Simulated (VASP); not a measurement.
# GaP (F-43m) in VASP: single point with PBEsol

Aim: the single point of GaP with PBEsol.

Program: VASP 6.6.1. These are calculated values, not measurements. Logs are shortened: lines on timing, memory, paths and dates and some standing lists are left out, and cuts for length are marked.

**The experiment to reproduce.**

From “Stacking defects in GaP nanowires: Electronic structure and optical properties”, 2018, arxiv:1810.01194, for a bulk crystal of GaP at 10 K: band gap 2.34 eV (indirect).

The results are compared with them further down.

### Step 1. The cell of the first run

It takes space group F-43m (No. 216, cubic). Conventional cell: a = 5.438 Å, b = 5.438 Å, c = 5.438 Å, α = 90.00°, β = 90.00°, γ = 90.00°. Ga (site symmetry -43m) has 4 P at 2.35 Å within 3.1 Å. P (site symmetry -43m) has 4 Ga at 2.35 Å within 3.1 Å.

### Step 2. Single point, PBEsol

INCAR reads:

```
PREC = Accurate ; ENCUT = 500
EDIFF = 1E-6 ; ISMEAR = 0
SIGMA = 0.05 ; LREAL = False
LASPH = True ; NELM = 120
ALGO = Normal ; ISIF = 2
LWAVE = False ; LCHARG = False
GGA = PS ; NBANDS = 16
GGA_COMPAT = False
```

KPOINTS reads:

```
regular mesh
0
Gamma
  10 10 10
```

POSCAR reads:

```
GaP
1.0
    0.0000000000      2.7192385971      2.7192385971
    2.7192385971      0.0000000000      2.7192385971
    2.7192385971      2.7192385971      0.0000000000
Ga P
1 1
Direct
    0.0000000000      0.0000000000      0.0000000000
    0.7500000000      0.7500000000      0.7500000000
```

Potentials or basis: VASP PAW PBE potentials, release 64 (Ga_d, P).

Launch:

```sh
> cat potpaw_PBE.64/Ga_d/POTCAR potpaw_PBE.64/P/POTCAR > POTCAR
> mpirun -np 1 vasp_std > vasp.out
```

OUTCAR:

```text
PREC = Accurate
   ENCUT = 500
   EDIFF = 1E-6
   ISMEAR = 0
   LREAL = False
   LASPH = True
   NELM = 120
   ISIF = 2
   GGA = PS

 ion  position               nearest neighbor table
   1  0.000  0.000  0.000-   2 2.35   2 2.35   2 2.35   2 2.35
   2  0.750  0.750  0.750-   1 2.35   1 2.35   1 2.35   1 2.35

  LATTYP: Found a face centered cubic cell.
 ALAT       =     5.4384771942

  Lattice vectors:

 A1 = (   0.0000000000,   2.7192385971,   2.7192385971)
 A2 = (   2.7192385971,   0.0000000000,   2.7192385971)
 A3 = (   2.7192385971,   2.7192385971,   0.0000000000)

Analysis of symmetry for initial positions (statically):
=====================================================================
 Subroutine PRICEL returns:
 Original cell was already a primitive cell.

 Routine SETGRP: Setting up the symmetry group for a
 face centered cubic supercell.

 Subroutine GETGRP returns: Found 24 space group operations
 (whereof 24 operations were pure point group operations)
 out of a pool of 48 trial point group operations.

The static configuration has the point symmetry T_d .

Analysis of symmetry for dynamics (positions and initial velocities):
=====================================================================
 Subroutine PRICEL returns:
 Original cell was already a primitive cell.

 Routine SETGRP: Setting up the symmetry group for a
 face centered cubic supercell.

 Subroutine GETGRP returns: Found 24 space group operations
 (whereof 24 operations were pure point group operations)
 out of a pool of 48 trial point group operations.

The dynamic configuration has the point symmetry T_d .

 Subroutine INISYM returns: Found 24 space group operations
 (whereof 24 operations are pure point group operations),
 and found     1 'primitive' translations

----------------------------------------------------------------------------------------

                                     Primitive cell

  volume of cell :      40.2135

  direct lattice vectors                    reciprocal lattice vectors
     0.000000000  2.719238597  2.719238597    -0.183875001  0.183875001  0.183875001
     2.719238597  0.000000000  2.719238597     0.183875001 -0.183875001  0.183875001
     2.719238597  2.719238597  0.000000000     0.183875001  0.183875001 -0.183875001

  length of vectors
     3.845584103  3.845584103  3.845584103     0.318480844  0.318480844  0.318480844

  position of ions in fractional coordinates (direct lattice)
     0.000000000  0.000000000  0.000000000
     0.750000000  0.750000000  0.750000000

  ion indices of the primitive-cell ions
   primitive index   ion index
                 1           1
                 2           2

----------------------------------------------------------------------------------------

 KPOINTS: regular mesh

Automatic generation of k-mesh.
 Grid dimensions read from file:
 generate k-points for:   10   10   10

 Generating k-lattice:

  Cartesian coordinates                     Fractional coordinates (reciprocal lattice)
    -0.018387500  0.018387500  0.018387500     0.100000000  0.000000000  0.000000000
     0.018387500 -0.018387500  0.018387500     0.000000000  0.100000000  0.000000000
     0.018387500  0.018387500 -0.018387500     0.000000000  0.000000000  0.100000000

  Length of vectors
     0.031848084  0.031848084  0.031848084

  Shift w.r.t. Gamma in fractional coordinates (k-lattice)
     0.000000000  0.000000000  0.000000000

 Subroutine IBZKPT returns following result:
 ===========================================

 Found     47 irreducible k-points:

 Following reciprocal coordinates:
            Coordinates               Weight
  0.000000  0.000000  0.000000      1.000000
  0.100000  0.000000  0.000000      8.000000
  0.200000  0.000000  0.000000      8.000000
  0.300000  0.000000  0.000000      8.000000
  0.400000  0.000000  0.000000      8.000000
  0.500000  0.000000  0.000000      4.000000
[... 16 lines left out ...]
  0.300000  0.300000  0.000000      6.000000
  0.400000  0.300000  0.000000     24.000000
 [... further k-points ...]
   k-points           NKPTS =     47   k-points in BZ     NKDIM =     47   number of bands    NBANDS=     16
   number of dos      NEDOS =    301   number of ions     NIONS =      2
   total plane-waves  NPLWV =  21952
   dimension x,y,z NGX =    28 NGY =   28 NGZ =   28
   dimension x,y,z NGXF=    56 NGYF=   56 NGZF=   56
   ions per type =               1   1
   NGX,Y,Z   is equivalent  to a cutoff of  12.10, 12.10, 12.10 a.u.
   NGXF,Y,Z  is equivalent  to a cutoff of  24.21, 24.21, 24.21 a.u.
 SYSTEM =  unknown system
   PREC   = accura    normal or accurate (medium, high low for compatibility)
   ISTART =      0    job   : 0-new  1-cont  2-samecut
   ICHARG =      2    charge: 1-file 2-atom 10-const
   ISPIN  =      1    spin polarized calculation?
   LNONCOLLINEAR =      F non collinear calculations
   LSORBIT =      F    spin-orbit coupling
   LASPH  =      T    aspherical Exc in radial PAW
   ENCUT  =  500.0 eV  36.75 Ry    6.06 a.u.   7.01  7.01  7.01*2*pi/ulx,y,z
   NELM   =    120;   NELMIN=  2; NELMDL= -5     # of ELM steps
   EDIFF  = 0.1E-05   stopping-criterion for ELM
   LREAL  =      F    real-space projection
   EDIFFG = 0.1E-04   stopping-criterion for IOM
   NSW    =      0    number of steps for IOM
   IBRION =     -1    ionic relax: 0-MD 1-quasi-New 2-CG
   NFREE  =      0    steps in history (QN), initial steepest desc. (CG)
   ISIF   =      2    stress and relaxation
   ISYM   =      2    0-nonsym 1-usesym 2-fastsym
   POTIM  = 0.5000    time-step for ionic-motion
   TEBEG  =    0.0;   TEEND  =   0.0 temperature during run
   PSTRESS=    0.0 pullay stress
   NELECT =      18.0000    total number of electrons
   NUPDOWN=      -1.0000    fix difference up-down
   EMIN   =  10.00;   EMAX   =-10.00  energy-range for DOS
   EFERMI =   0.00;   METHOD = LEGACY
   ISMEAR =     0;   SIGMA  =   0.05  broadening in eV -4-tet -1-fermi 0-gaus
   EFERMI_NEDOS =   21; number of points for ismear=-14 and -15
   IALGO  =     38    algorithm
   IMIX   =      4    mixing-type and parameters
     AMIX     =   0.40;   BMIX     =  1.00
     AMIX_MAG =   1.60;   BMIX_MAG =  1.00
  volume/ion in A,a.u.               =      20.11       135.69
  Fermi-wavevector in a.u.,A,eV,Ry     =   1.252300  2.366504 21.337406  1.568255
  Thomas-Fermi vector in A             =   2.386207
   LORBIT       =      0    0 simple, 1 ext, 2 COOP (PROOUT), +10 PAW based schemes
   GGA     = PS    functional components
   LHFCALC =     F    Hartree Fock is set to
   AEXX    =    0.0000 exact exchange contribution
   IVDW    =     0    specifies the selected vdW correction
   LEPSILON=     F    determine dielectric tensor
   LRPA    =     F    only Hartree local field effects (RPA)
 non-spin polarized calculation
 Gauss-broadening in eV      SIGMA  =   0.05
  energy-cutoff  :      500.00
  volume of cell :       40.21
 maximum number of plane-waves:      1034
   NGX = 13   NGY = 13   NGZ = 13

 number of electron      18.0000015 magnetization

 Free energy of the ion-electron system (eV)
  ---------------------------------------------------
  ext. energy  EPLUGINS =         0.00000000
  ---------------------------------------------------
  free energy    TOTEN  =        -9.92323095 eV

  energy without entropy =       -9.92323095  energy(sigma->0) =       -9.92323095

 E-fermi :   4.9090     XC(G=0): -10.0518

 val. band max:        4.6351290776   @ k =   0.0000   0.0000   0.0000
 cond. band min:       6.1066539580   @ k =   0.4000   0.4000   0.0000
 fundamental gap:      1.4715248804
 Fermi energy:         4.9089954364

 k-point     1 :       0.0000    0.0000    0.0000
  band No.  band energies     occupation
      1      -9.9158      2.00000
      2      -9.9158      2.00000
      3      -9.9158      2.00000
      4      -9.8130      2.00000
      5      -9.8130      2.00000
      6      -7.9390      2.00000
[... 8 lines left out ...]
     15      14.4170      0.00000
     16      14.4170      0.00000

 k-point     2 :       0.1000    0.0000    0.0000
  band No.  band energies     occupation
      1      -9.9253      2.00000
      2      -9.9126      2.00000
      3      -9.9126      2.00000
      4      -9.8131      2.00000
      5      -9.8131      2.00000
      6      -7.8068      2.00000
[... 8 lines left out ...]
     15      13.9182      0.00000
     16      13.9182      0.00000

 k-point     3 :       0.2000    0.0000    0.0000
  band No.  band energies     occupation
      1      -9.9484      2.00000
      2      -9.9049      2.00000
      3      -9.9049      2.00000
      4      -9.8126      2.00000
      5      -9.8126      2.00000
      6      -7.4235      2.00000
[... 8 lines left out ...]
     15      13.4779      0.00000
     16      14.5537      0.00000

 k-point     4 :       0.3000    0.0000    0.0000
  band No.  band energies     occupation
      1      -9.9742      2.00000
      2      -9.8969      2.00000
      3      -9.8969      2.00000
      4      -9.8104      2.00000
      5      -9.8104      2.00000
      6      -6.8359      2.00000
[... 8 lines left out ...]
     15      13.8940      0.00000
     16      14.1798      0.00000

 k-point     5 :       0.4000    0.0000    0.0000
  band No.  band energies     occupation
      1      -9.9936      2.00000
      2      -9.8918      2.00000
      3      -9.8918      2.00000
      4      -9.8071      2.00000
      5      -9.8071      2.00000
      6      -6.1758      2.00000
[... 8 lines left out ...]
     15      15.1452      0.00000
     16      15.1452      0.00000

 k-point     6 :       0.5000    0.0000    0.0000
  band No.  band energies     occupation
      1     -10.0006      2.00000
      2      -9.8903      2.00000
      3      -9.8903      2.00000
      4      -9.8055      2.00000
      5      -9.8055      2.00000
      6      -5.8266      2.00000
[... 8 lines left out ...]
     15      16.3245      0.00000
     16      16.3245      0.00000
[... 267 lines left out ...]
 k-point    21 :      -0.3000    0.2000    0.0000
  band No.  band energies     occupation
      1      -9.9952      2.00000
      2      -9.8866      2.00000
      3      -9.8821      2.00000
      4      -9.8136      2.00000
      5      -9.8108      2.00000
      6      -6.0075      2.00000
[... 8 lines left out ...]
     15      15.5505      0.00000
     16      17.3643      0.00000

 k-point    22 :      -0.2000    0.2000    0.0000
  band No.  band energies     occupation
      1      -9.9800      2.00000
      2      -9.8916      2.00000
      3      -9.8908      2.00000
      4      -9.8168      2.00000
      5      -9.8088      2.00000
      6      -6.6357      2.00000
[... 8 lines left out ...]
     15      15.8906      0.00000
     16      16.6286      0.00000

 k-point    23 :       0.3000    0.3000    0.0000
  band No.  band energies     occupation
      1     -10.0026      2.00000
      2      -9.8725      2.00000
      3      -9.8725      2.00000
      4      -9.8362      2.00000
      5      -9.7983      2.00000
      6      -6.4566      2.00000
[... 8 lines left out ...]
     15      15.7688      0.00000
     16      18.3093      0.00000

 k-point    24 :       0.4000    0.3000    0.0000
  band No.  band energies     occupation
      1     -10.0150      2.00000
      2      -9.8666      2.00000
      3      -9.8644      2.00000
      4      -9.8390      2.00000
      5      -9.7961      2.00000
      6      -5.9257      2.00000
[... 8 lines left out ...]
     15      16.4339      0.00000
     16      18.3410      0.00000

 [... further k-points ...]
[... 5 lines left out ...]
  --------------------------------------------------------------------------------------
  -------------------------------------------------------------------------------------
  Total       -0.0240226     -0.0240226     -0.0240226      0.0000000      0.0000000     -0.0000000
  in kB       -0.9571048     -0.9571048     -0.9571048      0.0000000      0.0000000     -0.0000000
  external PRESSURE =      -0.9571048 kB  Pullay stress =       0.0000000 kB

 VOLUME and BASIS-vectors are now :
 -----------------------------------------------------------------------------
  energy-cutoff  :      500.00
  volume of cell :       40.21
      direct lattice vectors                 reciprocal lattice vectors
     0.000000000  2.719238597  2.719238597    -0.183875001  0.183875001  0.183875001
     2.719238597  0.000000000  2.719238597     0.183875001 -0.183875001  0.183875001
     2.719238597  2.719238597  0.000000000     0.183875001  0.183875001 -0.183875001

 POSITION                                       TOTAL-FORCE (eV/Angst)
 -----------------------------------------------------------------------------------
      0.00000      0.00000      0.00000        -0.000000     -0.000000     -0.000000
      4.07886      4.07886      4.07886         0.000000      0.000000      0.000000
 -----------------------------------------------------------------------------------
    total drift:                               -0.000001     -0.000001     -0.000001

  FREE ENERGIE OF THE ION-ELECTRON SYSTEM (eV)
  ---------------------------------------------------
  free  energy   TOTEN  =        -9.9232309493 eV

  energy  without entropy=       -9.9232309493  energy(sigma->0) =       -9.92323095
```

It took 31 s on 1 thread of AMD EPYC 7R43 (Zen 3), shared host; peak memory 0.14 GiB.

What came out:

```
Free energy            : -9.9232 eV
Pressure               : -0.1 GPa
Band gap on the k mesh : 1.47 eV, indirect (least direct gap 1.81 eV)
```

Levels at points of the mesh, in eV from the valence-band top:
| k point | band 5 | band 6 | band 7 | band 8 | band 9 | band 10 | band 11 | band 12 | band 13 | band 14 |
| --- | --- | --- | --- | --- | --- | --- | --- | --- | --- | --- |
| (0.00, 0.00, 0.00) | -14.45 | -12.57 | 0.00 | 0.00 | 0.00 | 1.81 | 3.83 | 3.83 | 3.83 | 8.60 |
| (0.50, 0.00, 0.00) | -14.44 | -10.46 | -6.73 | -1.14 | -1.14 | 1.61 | 4.65 | 4.65 | 8.10 | 10.79 |
| (0.50, 0.50, 0.00) | -14.43 | -9.54 | -6.84 | -2.74 | -2.74 | 1.50 | 1.71 | 10.60 | 10.60 | 11.14 |

Caveat: the PAW data sets were made with another functional, which shifts forces and pressure a little.

### Step 3. Comparison with measurements

Step 2. A measured gap of GaP is 2.34 eV (indirect; 10 K; quoted in “Stacking defects in GaP nanowires: Electronic structure and optical properties”, 2018, arxiv:1810.01194); the calculated 1.47 eV misses it by -0.87 eV. Spin-orbit coupling on Ga is left out. The value is that of PBEsol on a finite k mesh, which can miss the band edges, without temperature or zero-point motion. Semilocal functionals fall short of measured gaps as a rule.
